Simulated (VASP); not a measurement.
# InAs (F-43m) in VASP: further runs, part 3 of 3

VASP 6.6.1. The steps go on from the part before.

## (7) Vibrations by perturbation theory, PBEsol

This run uses another cell than the first one, of 24.97 Å³/atom, 0.916 times its volume.

INCAR

```
SYSTEM = InAs
PREC = Accurate
ENCUT = 520
EDIFF = 1E-8
ISMEAR = -1
SIGMA = 0.15
LREAL = .False.
LASPH = .True.
NELM = 80
ALGO = Normal
ISIF = 2
LWAVE = .False.
LCHARG = .False.
GGA = PS
IBRION = 8
NSW = 1
```

KPOINTS

```
Automatic mesh
0
Gamma
  12 12 12
  0 0 0
```

POSCAR

```
InAs
1.0
    0.0000000000      2.9229834095      2.9229834095
    2.9229834095      0.0000000000      2.9229834095
    2.9229834095      2.9229834095      0.0000000000
In As
1 1
Direct
    0.0000000000      0.0000000000      0.0000000000
    0.7500000000      0.7500000000      0.7500000000
```

Potentials or basis: VASP PAW PBE potentials, release 64 (In_d, As).

Run with:

```bash
$ cat potpaw_PBE.64/In_d/POTCAR potpaw_PBE.64/As/POTCAR > POTCAR
$ mpirun -np 1 vasp_std > vasp.out
```

OUTCAR:

```text
SYSTEM = InAs
   PREC = Accurate
   ENCUT = 520
   EDIFF = 1E-8
   ISMEAR = -1
   LREAL = .False.
   LASPH = .True.
   NELM = 80
   ISIF = 2
   GGA = PS
   IBRION = 8
   NSW = 1

 ion  position               nearest neighbor table
   1  0.000  0.000  0.000-   2 2.53   2 2.53   2 2.53   2 2.53
   2  0.750  0.750  0.750-   1 2.53   1 2.53   1 2.53   1 2.53

  LATTYP: Found a face centered cubic cell.
 ALAT       =     5.8459668190

  Lattice vectors:

 A1 = (   0.0000000000,   2.9229834095,   2.9229834095)
 A2 = (   2.9229834095,   0.0000000000,   2.9229834095)
 A3 = (   2.9229834095,   2.9229834095,   0.0000000000)

Analysis of symmetry for initial positions (statically):
=====================================================================
 Subroutine PRICEL returns:
 Original cell was already a primitive cell.

 Routine SETGRP: Setting up the symmetry group for a
 face centered cubic supercell.

 Subroutine GETGRP returns: Found 24 space group operations
 (whereof 24 operations were pure point group operations)
 out of a pool of 48 trial point group operations.

The static configuration has the point symmetry T_d .

Analysis of symmetry for dynamics (positions and initial velocities):
=====================================================================
 Subroutine PRICEL returns:
 Original cell was already a primitive cell.

 Routine SETGRP: Setting up the symmetry group for a
 face centered cubic supercell.

 Subroutine GETGRP returns: Found 24 space group operations
[... 567 lines left out ...]
      4.38448      4.38448      4.38448        -0.000000      0.000000      0.000000
 -----------------------------------------------------------------------------------
    total drift:                               -0.000000     -0.000000     -0.000000

  FREE ENERGIE OF THE ION-ELECTRON SYSTEM (eV)
  ---------------------------------------------------
  free  energy   TOTEN  =        -8.3241881724 eV

  energy  without entropy=       -8.3225056161  energy(sigma->0) =       -8.32334689

[... ionic steps 2 to 3 ...]

--------------------------------------- Ionic step        4  -------------------------------------------

------------------------ aborting loop because EDIFF is reached ----------------------------------------

[... ionic steps 5 to 6 ...]

--------------------------------------- Ionic step        7  -------------------------------------------

 Free energy of the ion-electron system (eV)
  ---------------------------------------------------
  ---------------------------------------------------
  free energy    TOTEN  =        -0.04547414 eV

  energy without entropy =       -0.04547414

------------------------ aborting loop because EDIFF is reached ----------------------------------------

 INTERNAL STRAIN TENSOR  FOR ION    2  DIRECTION 1   (eV/Angst):
 -----------------------------------------------------------------------------
    -0.00365  0.00000  0.00000
     0.00000  0.00245 12.52924
     0.00000 12.52924  0.00245

 INTERNAL STRAIN TENSOR FOR ION    2 for displacements in x,y,z  (eV/Angst):
          X           Y           Z          XY          YZ          ZX
  --------------------------------------------------------------------------------
  x    -0.00000     0.00000     0.00000     0.00000    12.52924     0.00000
  y    -0.00000    -0.00000    -0.00000     0.00000     0.00000    12.52924
  z     0.00000     0.00000    -0.00000    12.52924     0.00000     0.00000

 SECOND DERIVATIVES (NOT SYMMETRIZED)
 ------------------------------------
               1X          1Y          1Z          2X          2Y          2Z
  1X   -10.059577    0.000000    0.000000   10.059577    0.000000    0.000000
  1Y     0.000000  -10.059577    0.000000    0.000000   10.059577    0.000000
  1Z     0.000000    0.000000  -10.059577    0.000000    0.000000   10.059577
  2X    10.038616    0.000000    0.000000  -10.038616    0.000000    0.000000
  2Y     0.000000   10.038616    0.000000    0.000000  -10.038616    0.000000
  2Z     0.000000    0.000000   10.038616    0.000000    0.000000  -10.038616

 Eigenvectors and eigenvalues of the dynamical matrix
 ----------------------------------------------------

   1 f  =    7.359274 THz    46.239680 2PiTHz  245.478945 cm-1    30.435497 meV
             X         Y         Z           dx          dy          dz
      0.000000  0.000000  0.000000    -0.628777   -0.000000    0.000000
      4.384475  4.384475  4.384475     0.777585   -0.000000    0.000000
[... 21 lines left out ...]
   6 f/i=    0.003752 THz     0.023577 2PiTHz    0.125169 cm-1     0.015519 meV
             X         Y         Z           dx          dy          dz
      0.000000  0.000000  0.000000    -0.513495    0.582625    0.038851
      4.384475  4.384475  4.384475    -0.415227    0.471127    0.031416

--------------------------------------------------------------------------------------------------------

 ELASTIC MODULI CONTR FROM IONIC RELAXATION (kBar)
 Direction    XX          YY          ZZ          XY          YZ          ZX
 --------------------------------------------------------------------------------
 XX          -0.0000      0.0000      0.0000     -0.0000      0.0000      0.0000
 YY           0.0000     -0.0000      0.0000     -0.0000     -0.0000      0.0000
 ZZ           0.0000      0.0000     -0.0000      0.0000     -0.0000      0.0000
 XY          -0.0000     -0.0000      0.0000   -495.5682     -0.0000      0.0000
 YZ           0.0000     -0.0000     -0.0000     -0.0000   -495.5682     -0.0000
 ZX           0.0000      0.0000      0.0000      0.0000     -0.0000   -495.5682
 --------------------------------------------------------------------------------
```

stdout:

```text
POSCAR found type information on POSCAR InAs
 POSCAR found :  2 types and       2 ions
 scaLAPACK will be used
 -----------------------------------------------------------------------------
|                                                                             |
|                                                                             |
|     You enforced a specific xc type in the INCAR file but a different       |
|     I HOPE YOU KNOW WHAT YOU ARE DOING!                                     |
|                                                                             |
 -----------------------------------------------------------------------------

 LDA part: xc-table for (Slater+PW92), standard interpolation
 POSCAR, INCAR and KPOINTS ok, starting setup
 FFT: planning ... GRIDC
 FFT: planning ... GRID_SOFT
 FFT: planning ... GRID
 WAVECAR not read
 entering main loop
 Linear response reoptimize wavefunctions to high precision
 Linear response DOF=           2
 Linear response progress:
 first order change of Fermi-energy  -0.25633E-04
 force on displaced ion       1 direction 1 : -10.060   0.000   0.000
 Linear response progress:
 first order change of Fermi-energy   0.24303E-03
 force on displaced ion       2 direction 1 : -10.039   0.000   0.000
 Linear response finished
```

It took 17 min on 1 thread of AMD EPYC 7R13, shared host; peak memory 0.5 GiB.

Results:

- Highest phonon frequency at Γ, LO-TO splitting left out: 245 cm⁻¹

Phonon frequencies in cm⁻¹ (negative: imaginary):
```tsv
q point	frequencies
(0.000, 0.000, 0.000)	0 0 0 245 245 245
```

Caveat: the cell wasn't relaxed at this level first, which shifts response properties; the PAW data sets were made with another functional, which shifts forces and pressure a little; spin-orbit coupling is left out, which moves the levels of the heavy elements.
